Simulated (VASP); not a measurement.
# Co (P6_3/mmc) in VASP: notebook

Runs on Co. Level: PBE. Tasks: single point.

All numbers are computed with VASP 6.6.1; they aren't measurements. Logs are shortened: lines on timing, memory, paths and dates and some standing lists are left out, and cuts for length are marked.

## 1. The cell of the first run

The structure is hexagonal, space group P6_3/mmc (No. 194). The conventional cell has a = 2.568 Å, b = 2.568 Å, c = 3.871 Å, α = 90.00°, β = 90.00°, γ = 120.00°. Co (site symmetry -6m2) has 12 Co at 2.44 to 2.57 Å within 3.2 Å.

## 2. Single point, PBE, collinear spin, ferromagnetic start

INCAR

```
SYSTEM = Co
PREC = Accurate
ENCUT = 520
EDIFF = 1E-7
ISMEAR = 0
SIGMA = 0.15
LREAL = .FALSE.
LASPH = .TRUE.
NELM = 150
ALGO = Normal
ISIF = 2
LWAVE = .FALSE.
LCHARG = .FALSE.
ISPIN = 2
MAGMOM = 1.86 1.86
LORBIT = 11
LMAXMIX = 4
GGA = PE
NBANDS = 20
```

KPOINTS

```
regular mesh
0
G
  21 21 12
  0 0 0
```

POSCAR

```
Co
1.0
    2.5682000000      0.0000000000      0.0000000000
   -1.2841000000      2.2241264420      0.0000000000
    0.0000000000      0.0000000000      3.8710000000
Co
2
Direct
    0.3333333333      0.6666666667      0.2500000000
    0.6666666667      0.3333333333      0.7500000000
```

Potentials or basis: VASP PAW PBE potentials, release 64 (Co).

The run is started by

```bash
cat potpaw_PBE.64/Co/POTCAR > POTCAR
mpirun -np 1 vasp_std > vasp.out
```

OUTCAR:

```text
SYSTEM = Co
   PREC = Accurate
   ENCUT = 520
   EDIFF = 1E-7
   ISMEAR = 0
   LREAL = .FALSE.
   LASPH = .TRUE.
   NELM = 150
   ISIF = 2
   ISPIN = 2
   LORBIT = 11
   GGA = PE

 ion  position               nearest neighbor table
   1  0.333  0.667  0.250-   2 2.44   2 2.44   2 2.44   2 2.44   2 2.44   2 2.44
   2  0.667  0.333  0.750-   1 2.44   1 2.44   1 2.44   1 2.44   1 2.44   1 2.44

  LATTYP: Found a hexagonal cell.
 ALAT       =     2.5682000000
 C/A-ratio  =     1.5072813644

  Lattice vectors:

 A1 = (   2.5682000000,   0.0000000000,   0.0000000000)
 A2 = (  -1.2841000000,   2.2241264420,   0.0000000000)
 A3 = (   0.0000000000,   0.0000000000,   3.8710000000)

Analysis of symmetry for initial positions (statically):
=====================================================================
 Subroutine PRICEL returns:
 Original cell was already a primitive cell.

 Routine SETGRP: Setting up the symmetry group for a
 hexagonal supercell.

 Subroutine GETGRP returns: Found 24 space group operations
 (whereof 12 operations were pure point group operations)
 out of a pool of 24 trial point group operations.

The static configuration has the point symmetry D_3d.
 The point group associated with its full space group is D_6h.

Analysis of symmetry for dynamics (positions and initial velocities):
=====================================================================
 Subroutine PRICEL returns:
 Original cell was already a primitive cell.

 Routine SETGRP: Setting up the symmetry group for a
 hexagonal supercell.

 Subroutine GETGRP returns: Found 24 space group operations
 (whereof 12 operations were pure point group operations)
 out of a pool of 24 trial point group operations.

The dynamic configuration has the point symmetry D_3d.
 The point group associated with its full space group is D_6h.

Analysis of structural, dynamic, and magnetic symmetry:
=====================================================================
 Subroutine PRICEL returns:
 Original cell was already a primitive cell.

 Routine SETGRP: Setting up the symmetry group for a
 hexagonal supercell.

 Subroutine GETGRP returns: Found 24 space group operations
 (whereof 12 operations were pure point group operations)
 out of a pool of 24 trial point group operations.

The overall configuration has the point symmetry D_3d.
 The point group associated with its full space group is D_6h.

 Subroutine INISYM returns: Found 24 space group operations
 (whereof 12 operations are pure point group operations),
 and found     1 'primitive' translations

----------------------------------------------------------------------------------------

                                     Primitive cell

  volume of cell :      22.1112

  direct lattice vectors                    reciprocal lattice vectors
     2.568200000  0.000000000  0.000000000     0.389377774  0.224807363  0.000000000
    -1.284100000  2.224126442  0.000000000     0.000000000  0.449614726  0.000000000
     0.000000000  0.000000000  3.871000000     0.000000000  0.000000000  0.258331181

  length of vectors
     2.568200000  2.568200000  3.871000000     0.449614726  0.449614726  0.258331181

  position of ions in fractional coordinates (direct lattice)
     0.333333333  0.666666667  0.250000000
     0.666666667  0.333333333  0.750000000

  ion indices of the primitive-cell ions
   primitive index   ion index
                 1           1
                 2           2

----------------------------------------------------------------------------------------

 KPOINTS: regular mesh

Automatic generation of k-mesh.
 Grid dimensions read from file:
 generate k-points for:   21   21   12

 Generating k-lattice:

  Cartesian coordinates                     Fractional coordinates (reciprocal lattice)
     0.018541799  0.010705113  0.000000000     0.047619048  0.000000000  0.000000000
     0.000000000  0.021410225  0.000000000     0.000000000  0.047619048  0.000000000
     0.000000000  0.000000000  0.021527598     0.000000000  0.000000000  0.083333333

[... 46 lines left out ...]
 spin polarized calculation
 Gauss-broadening in eV      SIGMA  =   0.15
  energy-cutoff  :      520.00
  volume of cell :       22.11
 maximum number of plane-waves:       626
 NGX is ok and might be reduce to    20

 number of electron      18.0000015 magnetization       3.2182486

 Free energy of the ion-electron system (eV)
  ---------------------------------------------------
  ext. energy  EPLUGINS =         0.00000000
  ---------------------------------------------------
  free energy    TOTEN  =       -14.01481916 eV

  energy without entropy =      -13.99481312  energy(sigma->0) =      -14.00481614

 E-fermi :   9.9647     XC(G=0): -13.2883

 val. band max:        9.9643295953   @ k =   0.1429   0.0000   0.3333
 cond. band min:       9.9654249122   @ k =   0.1905   0.1429   0.5000
 fundamental gap:      0.0010953169
 Fermi energy:         9.9647463422

 spin component 1

 k-point     1 :       0.0000    0.0000    0.0000
  band No.  band energies     occupation
      1       1.2027      1.00000
      2       4.9930      1.00000
      3       7.3861      1.00000
      4       7.3861      1.00000
      5       7.7359      1.00000
      6       7.7684      1.00000
[... 12 lines left out ...]
     19      34.3084      0.00000
     20      36.9313      0.00000
[... 507 lines left out ...]
 k-point    24 :       0.1905    0.0952    0.0000
  band No.  band energies     occupation
      1       3.1370      1.00000
      2       5.7145      1.00000
      3       6.5858      1.00000
      4       6.6595      1.00000
      5       7.3595      1.00000
      6       7.6171      1.00000
[... 12 lines left out ...]
     19      34.0728      0.00000
     20      35.2383      0.00000

 [... further k-points ...]

 spin component 2

 k-point     1 :       0.0000    0.0000    0.0000
  band No.  band energies     occupation
      1       1.1893      1.00000
      2       6.0176      1.00000
      3       9.0382      1.00000
      4       9.0382      1.00000
      5       9.4637      1.00000
      6       9.4884      1.00000
[... 12 lines left out ...]
     19      34.5141      0.00000
     20      36.6404      0.00000
[... 507 lines left out ...]
 k-point    24 :       0.1905    0.0952    0.0000
  band No.  band energies     occupation
      1       3.1610      1.00000
      2       6.9015      1.00000
      3       7.8708      1.00000
      4       8.0039      1.00000
      5       8.9426      1.00000
      6       9.2325      1.00000
[... 12 lines left out ...]
     19      34.2783      0.00000
     20      35.6766      0.00000

 [... further k-points ...]
[... 5 lines left out ...]
  --------------------------------------------------------------------------------------
  -------------------------------------------------------------------------------------
  Total       -1.2608874     -1.2608874      1.2177773     -0.0000000     -0.0000000      0.0000000
  in kB      -91.3640592    -91.3640592     88.2402980     -0.0000000     -0.0000000      0.0000000
  external PRESSURE =     -31.4959401 kB  Pullay stress =       0.0000000 kB

 VOLUME and BASIS-vectors are now :
 -----------------------------------------------------------------------------
  energy-cutoff  :      520.00
  volume of cell :       22.11
      direct lattice vectors                 reciprocal lattice vectors
     2.568200000  0.000000000  0.000000000     0.389377774  0.224807363  0.000000000
    -1.284100000  2.224126442  0.000000000     0.000000000  0.449614726  0.000000000
     0.000000000  0.000000000  3.871000000     0.000000000  0.000000000  0.258331181

 POSITION                                       TOTAL-FORCE (eV/Angst)
 -----------------------------------------------------------------------------------
     -0.00000      1.48275      0.96775        -0.000000      0.000000      0.000000
      1.28410      0.74138      2.90325         0.000000     -0.000000     -0.000000
 -----------------------------------------------------------------------------------
    total drift:                                0.000000      0.000000     -0.000000

  FREE ENERGIE OF THE ION-ELECTRON SYSTEM (eV)
  ---------------------------------------------------
  free  energy   TOTEN  =       -14.0148191580 eV

  energy  without entropy=      -13.9948131221  energy(sigma->0) =      -14.00481614

 total charge

# of ion       s       p       d       tot
------------------------------------------
    1        0.482   0.505   7.258   8.246
    2        0.482   0.505   7.258   8.246
--------------------------------------------------
tot          0.965   1.010  14.517  16.492

 magnetization (x)

# of ion       s       p       d       tot
------------------------------------------
    1       -0.015  -0.054   1.702   1.633
    2       -0.015  -0.054   1.702   1.633
--------------------------------------------------
tot         -0.030  -0.108   3.404   3.265
```

Wall time 5.5 min (1 thread of Oxide Virtual Turin-like, shared host); peak memory 0.27 GiB.

What came out:

```
Free energy                                           : -14.0148 eV
Pressure                                              : -3.1 GPa
Net moment                                            : 3.22 μB per cell
Site moments                                          : Co +1.63 μB
Valence electrons inside the program's atomic spheres : Co 8.25
```

Levels at points of the mesh, in eV from the Fermi level:
Spin up:
| k point | band 7 | band 8 | band 9 | band 10 | band 11 | band 12 | band 13 | band 14 | band 15 | band 16 |
| --- | --- | --- | --- | --- | --- | --- | --- | --- | --- | --- |
| (0.00, 0.00, 0.00) | -2.20 | -2.11 | -2.11 | -0.77 | -0.77 | 0.79 | 7.27 | 20.94 | 22.72 | 22.72 |
| (0.00, 0.00, 0.50) | -2.63 | -2.63 | -1.07 | -1.07 | -1.07 | -1.07 | 16.69 | 16.69 | 21.74 | 21.74 |
Spin down:
| k point | band 4 | band 5 | band 6 | band 7 | band 8 | band 9 | band 10 | band 11 |
| --- | --- | --- | --- | --- | --- | --- | --- | --- |
| (0.00, 0.00, 0.00) | -0.93 | -0.50 | -0.48 | -0.48 | -0.42 | -0.42 | 0.72 | 1.05 |
| (0.00, 0.00, 0.50) | -1.16 | -1.10 | -1.10 | -1.10 | -1.10 | 0.75 | 0.75 | 0.75 |

## 3. Single point, PBE, collinear spin, ferromagnetic start

This run uses another cell than the first one, of 11.29 Å³/atom, 1.021 times its volume.

INCAR

```
ALGO = Fast
EDIFF = 1E-6
ENCUT = 520
GGA = PE
ISIF = 2
ISMEAR = 0
ISPIN = 2
LASPH = T
LCHARG = T
LELF = T
LMAXMIX = 4
LORBIT = 11
LREAL = F
LVHAR = T
LWAVE = F
MAGMOM = 1.86 1.86
NBANDS = 20
NELM = 150
PREC = Accurate
SIGMA = 0.15
```

KPOINTS

```
k-points
0
Gamma
  21 21 12
```

POSCAR

```
Co
1.0
    2.5432000000      0.0000000000      0.0000000000
   -1.2716000000      2.2024758069      0.0000000000
    0.0000000000      0.0000000000      4.0322612623
Co
2
Direct
    0.3333333333      0.6666666667      0.2500000000
    0.6666666667      0.3333333333      0.7500000000
```

Potentials or basis: VASP PAW PBE potentials, release 64 (Co).

The run is started by

```bash
cat potpaw_PBE.64/Co/POTCAR > POTCAR
mpirun -np 1 vasp_std > vasp.out
```

Run time: 5.1 min. Hardware: 1 thread of Oxide Virtual Turin-like, shared host; peak memory 0.28 GiB.

It converged, with:

- Free energy: -14.0513 eV
- Pressure: -7.9 GPa
- Net moment: 3.27 μB per cell
- Site moments: Co +1.66 μB
- Valence electrons inside the program's atomic spheres: Co 8.20

Stress tensor (GPa, compression positive):
```
-9.52  0.00  0.00
 0.00 -9.52  0.00
 0.00  0.00 -4.75
```

Levels at points of the mesh, in eV from the Fermi level:
Spin up:
```csv
k point,band 8,band 9,band 10,band 11,band 12,band 13,band 14,band 15
"(0.00, 0.00, 0.00)",-1.97,-1.97,-0.87,-0.87,0.18,6.30,21.39,23.40
"(0.00, 0.00, 0.50)",-2.63,-1.16,-1.16,-1.16,-1.16,15.09,15.09,22.11
```
Spin down:
```csv
k point,band 4,band 5,band 6,band 7,band 8,band 9,band 10,band 11
"(0.00, 0.00, 0.00)",-0.87,-0.78,-0.50,-0.50,-0.20,-0.20,0.10,1.02
"(0.00, 0.00, 0.50)",-1.34,-0.96,-0.96,-0.96,-0.96,0.71,0.71,0.71
```

## 4. Single point, PBE, collinear spin, ferromagnetic start

This run uses another cell than the first one, of 11.37 Å³/atom, 1.028 times its volume.

INCAR

```
SYSTEM = Co
ALGO = Normal ; EDIFF = 1E-6
ENCUT = 520 ; GGA = PE
ISIF = 2 ; ISMEAR = 0
ISPIN = 2 ; LASPH = .TRUE.
LCHARG = .TRUE. ; LELF = .TRUE.
LMAXMIX = 4 ; LORBIT = 11
LREAL = .FALSE. ; LVHAR = .TRUE.
LWAVE = .FALSE. ; MAGMOM = 1.86 1.86
NBANDS = 20 ; NELM = 150
PREC = Accurate ; SIGMA = 0.15
```

KPOINTS

```
k-points
0
G
  21 21 12
  0 0 0
```

POSCAR

```
Co
1.0
    2.6181000000      0.0000000000      0.0000000000
   -1.3090500000      2.2673411096      0.0000000000
    0.0000000000      0.0000000000      3.8306000000
Co
2
Direct
    0.3333333333      0.6666666667      0.2500000000
    0.6666666667      0.3333333333      0.7500000000
```

The run is started by

```bash
cat potpaw_PBE.64/Co/POTCAR > POTCAR
mpirun -np 1 vasp_std > vasp.out
```

Run time: 4 min. Hardware: 1 thread of Oxide Virtual Turin-like, shared host; peak memory 0.27 GiB.

Results (log left out):

| Property | Result |
| --- | --- |
| Free energy | -13.9378 eV |
| Pressure | -7.2 GPa |
| Net moment | 3.25 μB per cell |
| Site moments | Co +1.65 μB |
| Valence electrons inside the program's atomic spheres | Co 8.20 |

Stress tensor (GPa, compression positive):
```
-14.69   0.00   0.00
  0.00 -14.69   0.00
  0.00   0.00   7.65
```

Levels at points of the mesh, in eV from the Fermi level:
Spin up:
| k point | band 9 | band 10 | band 11 | band 12 | band 13 | band 14 |
| --- | --- | --- | --- | --- | --- | --- |
| (0.00, 0.00, 0.00) | -2.09 | -0.78 | -0.78 | 1.15 | 7.46 | 20.33 |
| (0.00, 0.00, 0.50) | -1.06 | -1.06 | -1.06 | -1.06 | 17.15 | 17.15 |
Spin down:
| k point | band 5 | band 6 | band 7 | band 8 | band 9 | band 10 |
| --- | --- | --- | --- | --- | --- | --- |
| (0.00, 0.00, 0.00) | -0.52 | -0.52 | -0.43 | -0.43 | -0.30 | 1.02 |
| (0.00, 0.00, 0.50) | -1.13 | -1.13 | -0.99 | -0.99 | 0.75 | 0.75 |

## 5. Single point, PBE, collinear spin, ferromagnetic start

This run uses another cell than the first one, of 10.64 Å³/atom, 0.962 times its volume.

INCAR

```
SYSTEM = Co
PREC = Accurate
ENCUT = 520
EDIFF = 1E-6
ISMEAR = 0
SIGMA = 0.15
LREAL = .FALSE.
LASPH = .TRUE.
NELM = 150
ALGO = Fast
ISIF = 2
LWAVE = .FALSE.
LCHARG = .TRUE.
ISPIN = 2
MAGMOM = 1.86 1.86
LORBIT = 11
LMAXMIX = 4
GGA = PE
LELF = .TRUE.
LVHAR = .TRUE.
NBANDS = 20
```

KPOINTS

```
Automatic mesh
0
G
  21 21 12
  0 0 0
```

POSCAR

```
Co
1.0
    2.4684000000      0.0000000000      0.0000000000
   -1.2342000000      2.1376971067      0.0000000000
    0.0000000000      0.0000000000      4.0322612623
Co
2
Direct
    0.3333333333      0.6666666667      0.2500000000
    0.6666666667      0.3333333333      0.7500000000
```

The run is started by

```bash
cat potpaw_PBE.64/Co/POTCAR > POTCAR
mpirun -np 1 vasp_std > vasp.out
```

It took 3.9 min on 1 thread of Oxide Virtual Turin-like, shared host; peak memory 0.26 GiB.

The run converged. Its results:

```
Free energy                                           : -14.0746 eV
Pressure                                              : 3.7 GPa
Net moment                                            : 3.17 μB per cell
Site moments                                          : Co +1.60 μB
Valence electrons inside the program's atomic spheres : Co 8.31
```

Stress tensor (GPa, compression positive):
```
4.77 0.00 0.00
0.00 4.77 0.00
0.00 0.00 1.58
```

Levels at points of the mesh, in eV from the Fermi level:
Spin up:
| k point | band 8 | band 9 | band 10 | band 11 | band 12 | band 13 | band 14 | band 15 |
| --- | --- | --- | --- | --- | --- | --- | --- | --- |
| (0.00, 0.00, 0.50) | -2.66 | -1.12 | -1.12 | -1.12 | -1.12 | 14.99 | 14.99 | 23.01 |
Spin down:
```tsv
k point	band 3	band 4	band 5	band 6	band 7	band 8	band 9	band 10	band 11	band 12
(0.00, 0.00, 0.00)	-1.09	-0.99	-0.99	-0.63	-0.63	-0.26	-0.14	-0.14	1.07	1.07
(0.00, 0.00, 0.50)	-1.63	-1.63	-1.05	-1.05	-1.05	-1.05	0.72	0.72	0.72	0.72
```

## 6. Single point, PBE, collinear spin, ferromagnetic start

This run uses another cell than the first one, of 10.84 Å³/atom, 0.981 times its volume.

INCAR

```
SYSTEM = Co
ALGO = Fast
EDIFF = 1E-6
ENCUT = 520
GGA = PE
ISIF = 2
ISMEAR = 0
ISPIN = 2
LASPH = .TRUE.
LCHARG = .FALSE.
LMAXMIX = 4
LORBIT = 11
LREAL = .FALSE.
LWAVE = .FALSE.
MAGMOM = 1.86 1.86
NBANDS = 20
NELM = 150
PREC = Accurate
SIGMA = 0.15
```

KPOINTS

```
k-points
0
G
  21 21 12
  0 0 0
```

POSCAR

```
Co
1.0
    2.5432000000      0.0000000000      0.0000000000
   -1.2716000000      2.2024758069      0.0000000000
    0.0000000000      0.0000000000      3.8710000000
Co
2
Direct
    0.3333333333      0.6666666667      0.2500000000
    0.6666666667      0.3333333333      0.7500000000
```

Potentials or basis: VASP PAW PBE potentials, release 64 (Co).

The run is started by

```bash
cat potpaw_PBE.64/Co/POTCAR > POTCAR
mpirun -np 1 vasp_std > vasp.out
```

Wall time 4.7 min (1 thread of Oxide Virtual Turin-like, shared host); peak memory 0.27 GiB.

The run converged. Its results:

| Quantity | Value |
| --- | --- |
| Free energy | -14.0339 eV |
| Pressure | 0.5 GPa |
| Net moment | 3.19 μB per cell |
| Site moments | Co +1.61 μB |
| Valence electrons inside the program's atomic spheres | Co 8.28 |

Stress tensor (GPa, compression positive):
```
-5.04  0.00  0.00
 0.00 -5.04  0.00
 0.00  0.00 11.65
```

Levels at points of the mesh, in eV from the Fermi level:
Spin up:
```tsv
k point	band 8	band 9	band 10	band 11	band 12	band 13	band 14	band 15
(0.00, 0.00, 0.00)	-2.09	-2.09	-0.75	-0.75	0.67	7.30	21.22	23.28
(0.00, 0.00, 0.50)	-2.68	-1.05	-1.05	-1.05	-1.05	16.67	16.67	22.03
```
Spin down:
```csv
k point,band 3,band 4,band 5,band 6,band 7,band 8,band 9,band 10,band 11,band 12
"(0.00, 0.00, 0.00)",-0.96,-0.96,-0.59,-0.51,-0.51,-0.41,-0.41,0.61,1.07,1.07
"(0.00, 0.00, 0.50)",-1.25,-1.25,-1.12,-1.12,-1.12,-1.12,0.75,0.75,0.75,0.75
```

## 7. Summary

```tsv
cell	gap on the mesh (eV)	pressure (GPa)	moment (μB)
a = 2.568, b = 2.568, c = 3.871 Å, angles 90.0, 90.0, 120.0°, 2 atoms	none	-3.1	3.22
a = 2.543, b = 2.543, c = 4.032 Å, angles 90.0, 90.0, 120.0°, 2 atoms	none	-7.9	3.27
a = 2.618, b = 2.618, c = 3.831 Å, angles 90.0, 90.0, 120.0°, 2 atoms	none	-7.2	3.25
a = 2.468, b = 2.468, c = 4.032 Å, angles 90.0, 90.0, 120.0°, 2 atoms	none	3.7	3.17
a = 2.543, b = 2.543, c = 3.871 Å, angles 90.0, 90.0, 120.0°, 2 atoms	none	0.5	3.19
```

Alike in all rows: task single point; level PBE; potentials or basis VASP PAW PBE potentials, release 64 (Co); spin collinear, ferromagnetic start; k mesh 21 × 21 × 12; cutoff (eV) 520; smearing gaussian 0.15 eV.

Total energies depend on the potentials used, so only differences within one code and one set of settings carry meaning.
